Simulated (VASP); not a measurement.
# HfC (Fm-3m) in VASP: further runs

HfC is run at these levels: LDA; tasks: single point.

Everything below comes from runs of VASP 6.6.1. Logs are shortened: lines on timing, memory, paths and dates and some standing lists are left out, and cuts for length are marked.

## (1) The cell of the first run

Symmetry: Fm-3m, No. 225, cubic system. The conventional cell has a = 4.634 Å, b = 4.634 Å, c = 4.634 Å, α = 90.00°, β = 90.00°, γ = 90.00°. Within 3.1 Å of Hf (site symmetry m-3m) lie 6 C at 2.32 Å. C (site symmetry m-3m) has 6 Hf at 2.32 Å within 3.1 Å.

## (2) Single point, LDA

INCAR reads:

```
SYSTEM = HfC
ALGO = Normal
EDIFF = 1E-6
ENCUT = 520
ISIF = 2
ISMEAR = -1
LASPH = .True.
LCHARG = .False.
LREAL = .False.
LWAVE = .False.
NBANDS = 14
NELM = 80
PREC = Accurate
SIGMA = 0.05
```

KPOINTS reads:

```
k-points
0
Gamma
  14 14 14
  0 0 0
```

POSCAR reads:

```
HfC
1.0
    0.0000000000      2.3171388429      2.3171388429
    2.3171388429      0.0000000000      2.3171388429
    2.3171388429      2.3171388429      0.0000000000
Hf C
1 1
Direct
    0.0000000000      0.0000000000      0.0000000000
    0.5000000000      0.5000000000      0.5000000000
```

Potentials or basis: VASP PAW LDA potentials, release 64 (Hf_pv, C).

On the command line:

```console
> cat potpaw_LDA.64/Hf_pv/POTCAR potpaw_LDA.64/C/POTCAR > POTCAR
> mpirun -np 1 vasp_std > vasp.out
```

OUTCAR:

```text
SYSTEM = HfC
   EDIFF = 1E-6
   ENCUT = 520
   ISIF = 2
   ISMEAR = -1
   LASPH = .True.
   LREAL = .False.
   NELM = 80
   PREC = Accurate

 ion  position               nearest neighbor table
   1  0.000  0.000  0.000-   2 2.32   2 2.32   2 2.32   2 2.32   2 2.32   2 2.32
   2  0.500  0.500  0.500-   1 2.32   1 2.32   1 2.32   1 2.32   1 2.32   1 2.32

  LATTYP: Found a face centered cubic cell.
 ALAT       =     4.6342776858

  Lattice vectors:

 A1 = (   0.0000000000,   2.3171388429,   2.3171388429)
 A2 = (   2.3171388429,   0.0000000000,   2.3171388429)
 A3 = (   2.3171388429,   2.3171388429,   0.0000000000)

Analysis of symmetry for initial positions (statically):
=====================================================================
 Subroutine PRICEL returns:
 Original cell was already a primitive cell.

 Routine SETGRP: Setting up the symmetry group for a
 face centered cubic supercell.

 Subroutine GETGRP returns: Found 48 space group operations
 (whereof 48 operations were pure point group operations)
 out of a pool of 48 trial point group operations.

The static configuration has the point symmetry O_h .

Analysis of symmetry for dynamics (positions and initial velocities):
=====================================================================
 Subroutine PRICEL returns:
 Original cell was already a primitive cell.

 Routine SETGRP: Setting up the symmetry group for a
 face centered cubic supercell.

 Subroutine GETGRP returns: Found 48 space group operations
 (whereof 48 operations were pure point group operations)
 out of a pool of 48 trial point group operations.

The dynamic configuration has the point symmetry O_h .

 Subroutine INISYM returns: Found 48 space group operations
 (whereof 48 operations are pure point group operations),
 and found     1 'primitive' translations

----------------------------------------------------------------------------------------

                                     Primitive cell

  volume of cell :      24.8821

  direct lattice vectors                    reciprocal lattice vectors
     0.000000000  2.317138843  2.317138843    -0.215783358  0.215783358  0.215783358
     2.317138843  0.000000000  2.317138843     0.215783358 -0.215783358  0.215783358
     2.317138843  2.317138843  0.000000000     0.215783358  0.215783358 -0.215783358

  length of vectors
     3.276929178  3.276929178  3.276929178     0.373747739  0.373747739  0.373747739

  position of ions in fractional coordinates (direct lattice)
     0.000000000  0.000000000  0.000000000
     0.500000000  0.500000000  0.500000000

  ion indices of the primitive-cell ions
   primitive index   ion index
                 1           1
                 2           2

----------------------------------------------------------------------------------------

 KPOINTS: k-points

Automatic generation of k-mesh.
 Grid dimensions read from file:
 generate k-points for:   14   14   14

 Generating k-lattice:

  Cartesian coordinates                     Fractional coordinates (reciprocal lattice)
    -0.015413097  0.015413097  0.015413097     0.071428571  0.000000000  0.000000000
     0.015413097 -0.015413097  0.015413097     0.000000000  0.071428571  0.000000000
     0.015413097  0.015413097 -0.015413097     0.000000000  0.000000000  0.071428571

  Length of vectors
     0.026696267  0.026696267  0.026696267

  Shift w.r.t. Gamma in fractional coordinates (k-lattice)
     0.000000000  0.000000000  0.000000000

 Subroutine IBZKPT returns following result:
 ===========================================

 Found    104 irreducible k-points:

 Following reciprocal coordinates:
            Coordinates               Weight
  0.000000  0.000000  0.000000      1.000000
  0.071429  0.000000  0.000000      8.000000
  0.142857  0.000000  0.000000      8.000000
  0.214286  0.000000  0.000000      8.000000
  0.285714  0.000000  0.000000      8.000000
  0.357143  0.000000  0.000000      8.000000
[... 16 lines left out ...]
  0.214286  0.142857  0.000000     24.000000
  0.285714  0.142857  0.000000     24.000000
 [... further k-points ...]
   k-points           NKPTS =    104   k-points in BZ     NKDIM =    104   number of bands    NBANDS=     14
   number of dos      NEDOS =    301   number of ions     NIONS =      2
   total plane-waves  NPLWV =  13824
   dimension x,y,z NGX =    24 NGY =   24 NGZ =   24
   dimension x,y,z NGXF=    48 NGYF=   48 NGZF=   48
   ions per type =               1   1
   NGX,Y,Z   is equivalent  to a cutoff of  12.18, 12.18, 12.18 a.u.
   NGXF,Y,Z  is equivalent  to a cutoff of  24.35, 24.35, 24.35 a.u.
 SYSTEM =  HfC
   PREC   = accura    normal or accurate (medium, high low for compatibility)
   ISTART =      0    job   : 0-new  1-cont  2-samecut
   ICHARG =      2    charge: 1-file 2-atom 10-const
   ISPIN  =      1    spin polarized calculation?
   LNONCOLLINEAR =      F non collinear calculations
   LSORBIT =      F    spin-orbit coupling
   LASPH  =      T    aspherical Exc in radial PAW
   ENCUT  =  520.0 eV  38.22 Ry    6.18 a.u.   6.09  6.09  6.09*2*pi/ulx,y,z
   NELM   =     80;   NELMIN=  2; NELMDL= -5     # of ELM steps
   EDIFF  = 0.1E-05   stopping-criterion for ELM
   LREAL  =      F    real-space projection
[... 7 lines left out ...]
   TEBEG  =    0.0;   TEEND  =   0.0 temperature during run
   PSTRESS=    0.0 pullay stress
   NELECT =      14.0000    total number of electrons
   NUPDOWN=      -1.0000    fix difference up-down
   EMIN   =  10.00;   EMAX   =-10.00  energy-range for DOS
   EFERMI =   0.00;   METHOD = LEGACY
   ISMEAR =    -1;   SIGMA  =   0.05  broadening in eV -4-tet -1-fermi 0-gaus
   EFERMI_NEDOS =   21; number of points for ismear=-14 and -15
   IALGO  =     38    algorithm
   IMIX   =      4    mixing-type and parameters
     AMIX     =   0.40;   BMIX     =  1.00
     AMIX_MAG =   1.60;   BMIX_MAG =  1.00
  volume/ion in A,a.u.               =      12.44        83.96
  Fermi-wavevector in a.u.,A,eV,Ry     =   1.351519  2.554000 24.852447  1.826603
  Thomas-Fermi vector in A             =   2.478934
   LORBIT       =      0    0 simple, 1 ext, 2 COOP (PROOUT), +10 PAW based schemes
   GGA     = CA    functional components
   LHFCALC =     F    Hartree Fock is set to
   AEXX    =    0.0000 exact exchange contribution
   IVDW    =     0    specifies the selected vdW correction
   LEPSILON=     F    determine dielectric tensor
   LRPA    =     F    only Hartree local field effects (RPA)
 non-spin polarized calculation
  energy-cutoff  :      520.00
  volume of cell :       24.88
 maximum number of plane-waves:       692
   NGX = 13   NGY = 13   NGZ = 13

 number of electron      14.0000001 magnetization

 Free energy of the ion-electron system (eV)
  ---------------------------------------------------
  ext. energy  EPLUGINS =         0.00000000
  ---------------------------------------------------
  free energy    TOTEN  =       -22.86837228 eV

  energy without entropy =      -22.86582295  energy(sigma->0) =      -22.86709762

 E-fermi :   5.9024     XC(G=0): -12.5376

 val. band max:        5.8894101740   @ k =   0.5000   0.5000   0.0000
 cond. band min:       5.9303156327   @ k =   0.3571   0.2857   0.0000
 fundamental gap:      0.0409054587
 Fermi energy:         5.9023655131

 k-point     1 :       0.0000    0.0000    0.0000
  band No.  band energies     occupation
      1     -23.4232      2.00000
      2     -23.4232      2.00000
      3     -23.4232      2.00000
      4      -6.2666      2.00000
      5       6.9582      0.00000
      6       6.9582      0.00000
      7       6.9582      0.00000
      8       7.2322      0.00000
      9       7.2322      0.00000
     10       7.2322      0.00000
     11       9.2823      0.00000
     12       9.2823      0.00000
     13      12.9997      0.00000
     14      17.0015      0.00000

 k-point     2 :       0.0714    0.0000    0.0000
  band No.  band energies     occupation
      1     -23.4614      2.00000
      2     -23.4268      2.00000
      3     -23.4268      2.00000
      4      -6.1343      2.00000
      5       6.0328      0.13719
      6       6.3068      0.00061
      7       6.3068      0.00061
      8       7.5073      0.00000
      9       7.5073      0.00000
     10       7.8480      0.00000
     11       9.9276      0.00000
     12       9.9276      0.00000
     13      13.2791      0.00000
     14      17.3661      0.00000

 k-point     3 :       0.1429    0.0000    0.0000
  band No.  band energies     occupation
      1     -23.5668      2.00000
      2     -23.4371      2.00000
      3     -23.4371      2.00000
      4      -5.7518      2.00000
      5       4.8068      2.00000
      6       5.3744      1.99995
      7       5.3744      1.99995
      8       7.9239      0.00000
      9       7.9240      0.00000
     10       8.3106      0.00000
     11      11.2329      0.00000
     12      11.2329      0.00000
     13      13.9780      0.00000
     14      18.3534      0.00000
[... 324 lines left out ...]
 k-point    23 :       0.2143    0.1429    0.0000
  band No.  band energies     occupation
      1     -23.6521      2.00000
      2     -23.4924      2.00000
      3     -23.4847      2.00000
      4      -5.2248      2.00000
      5       3.2276      2.00000
      6       5.0960      2.00000
      7       5.4181      1.99988
      8       6.5786      0.00000
      9       9.5161      0.00000
     10       9.8870      0.00000
     11      10.6265      0.00000
     12      12.4431      0.00000
     13      15.8270      0.00000
     14      18.8447      0.00000

 k-point    24 :       0.2857    0.1429    0.0000
  band No.  band energies     occupation
      1     -23.7834      2.00000
      2     -23.5129      2.00000
      3     -23.5013      2.00000
      4      -4.6745      2.00000
      5       2.4809      2.00000
      6       4.2477      2.00000
      7       4.8095      2.00000
      8       7.0615      0.00000
      9      10.0242      0.00000
     10      10.3718      0.00000
     11      11.9257      0.00000
     12      13.5006      0.00000
     13      16.6321      0.00000
     14      18.8404      0.00000

 [... further k-points ...]

------------------------ aborting loop because EDIFF is reached ----------------------------------------

  FORCE on cell =-STRESS in cart. coord.  units (eV):
  Direction    XX          YY          ZZ          XY          YZ          ZX
  --------------------------------------------------------------------------------------
  -------------------------------------------------------------------------------------
  Total       -1.4537751     -1.4537751     -1.4537751      0.0000000      0.0000000      0.0000000
  in kB      -93.6098691    -93.6098691    -93.6098691      0.0000000      0.0000000      0.0000000
  external PRESSURE =     -93.6098691 kB  Pullay stress =       0.0000000 kB

 VOLUME and BASIS-vectors are now :
 -----------------------------------------------------------------------------
  energy-cutoff  :      520.00
  volume of cell :       24.88
      direct lattice vectors                 reciprocal lattice vectors
     0.000000000  2.317138843  2.317138843    -0.215783358  0.215783358  0.215783358
     2.317138843  0.000000000  2.317138843     0.215783358 -0.215783358  0.215783358
     2.317138843  2.317138843  0.000000000     0.215783358  0.215783358 -0.215783358

 POSITION                                       TOTAL-FORCE (eV/Angst)
 -----------------------------------------------------------------------------------
      0.00000      0.00000      0.00000         0.000000      0.000000     -0.000000
      2.31714      2.31714      2.31714         0.000000      0.000000      0.000000
 -----------------------------------------------------------------------------------
    total drift:                                0.000000     -0.000000     -0.000000

  FREE ENERGIE OF THE ION-ELECTRON SYSTEM (eV)
  ---------------------------------------------------
  free  energy   TOTEN  =       -22.8683722817 eV

  energy  without entropy=      -22.8658229518  energy(sigma->0) =      -22.86709762
```

Wall time 33 s (1 thread of Intel Xeon 8259CL, shared host); peak memory 0.15 GiB.

Results:

```
Free energy            : -22.8684 eV
Pressure               : -9.4 GPa
Band gap on the k mesh : zero (bands 7 and 8 overlap by 1.43 eV)
```

Caveat: the cell stands under tension; spin-orbit coupling is left out, which moves the levels of the heavy elements.

## (3) Single point, LDA, non-collinear spin, zero start, spin-orbit coupling

INCAR reads:

```
SYSTEM = HfC
PREC     = Accurate       ! precision mode
ENCUT    = 520            ! plane-wave cutoff, eV
EDIFF    = 1E-6           ! SCF threshold, eV
ISMEAR   = -1             ! smearing method
SIGMA    = 0.05           ! smearing width, eV
LREAL    = .FALSE.        ! projectors in reciprocal space
LASPH    = .TRUE.         ! aspherical terms in the spheres
NELM     = 150            ! most SCF steps
ALGO     = Normal         ! electronic algorithm
ISIF     = 2              ! what is computed and relaxed
LWAVE    = .FALSE.        ! write WAVECAR
LCHARG   = .FALSE.        ! write CHGCAR
MAGMOM   = 0 0 0 0 0 0    ! initial moments
LORBIT   = 11             ! projections on sites
LSORBIT  = .TRUE.         ! spin-orbit coupling
GGA_COMPAT= .FALSE.      
LORBMOM  = .TRUE.       
LMAXMIX  = 4              ! l up to which the mixer works
GGA      = CA             ! functional
NBANDS   = 26             ! bands
```

KPOINTS reads:

```
regular mesh
0
G
  14 14 14
  0 0 0
```

POSCAR is that of step 2.

Potentials or basis: VASP PAW LDA potentials, release 64 (Hf_pv, C).

On the command line:

```console
> cat potpaw_LDA.64/Hf_pv/POTCAR potpaw_LDA.64/C/POTCAR > POTCAR
> mpirun -np 1 vasp_ncl > vasp.out
```

Wall time 2.5 min (1 thread of Intel Xeon 8259CL, shared host); peak memory 0.24 GiB.

The run converged. Its results:

```
Free energy                                           : -23.5470 eV
Pressure                                              : -9.5 GPa
Net moment                                            : 0.00 μB per cell
Valence electrons inside the program's atomic spheres : Hf 8.73; C 2.38
```

Moments on the atoms (μB; x, y, z):
```
Hf  0.00 0.00 0.00
C   0.00 0.00 0.00
```

Caveat: the cell stands under tension.

The gap in the log of VASP goes by the Fermi energy; the results here count the filled bands.